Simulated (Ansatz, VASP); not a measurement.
# BaTiO3 in VASP and in Ansatz

```
Ba Ti O
1.0
     4.01923    0.00000    0.00000
     0.00000    4.01923    0.00000
     0.00000    0.00000    4.01928
Ba Ti O
1 1 3
Direct
  0.00000 0.00000 0.00000
  0.50000 0.50000 0.50000
  0.53958 0.46042 0.00000
  0.53958 0.96042 0.50000
  0.03958 0.46042 0.50000
```

Change from the starting cell: all O atoms moved +0.225 Å, as atom 3 along Cartesian [1 -1 0].

Alike in both runs: task single point; functional PBE; k mesh 8 × 8 × 8; occupations gaussian, width 0.05 eV; no spin polarisation.

|  | VASP | Ansatz |
| --- | --- | --- |
| version | VASP 6.6.1 | Ansatz 0.2.0 |
| potentials or method | VASP PAW PBE potentials, release 64 (Ba_sv, Ti_sv, O), cutoff 520 eV | scalar-relativistic, plane waves, PAW |
| valence electrons in the cell | 40 | 40 |

|  | VASP | Ansatz | Ansatz less VASP |
| --- | --- | --- | --- |
| gap on the k mesh at the Fermi level (eV) | 2.24 | 2.29 | +0.045 |
| least direct gap on the mesh (eV) | 2.68 | 2.69 | +0.012 |
| pressure (GPa) | 5.2 | 3.3 | -1.82 |
| traceless stress, the component that is largest in VASP (GPa) | -2.36 | -2.25 | +0.110 |
| rms of the force components (eV/Å) | 0.272 | 0.235 | -0.0371 |

Atom by atom the forces differ by 0.049 eV/Å (rms over components).

Spin-orbit coupling is off throughout.
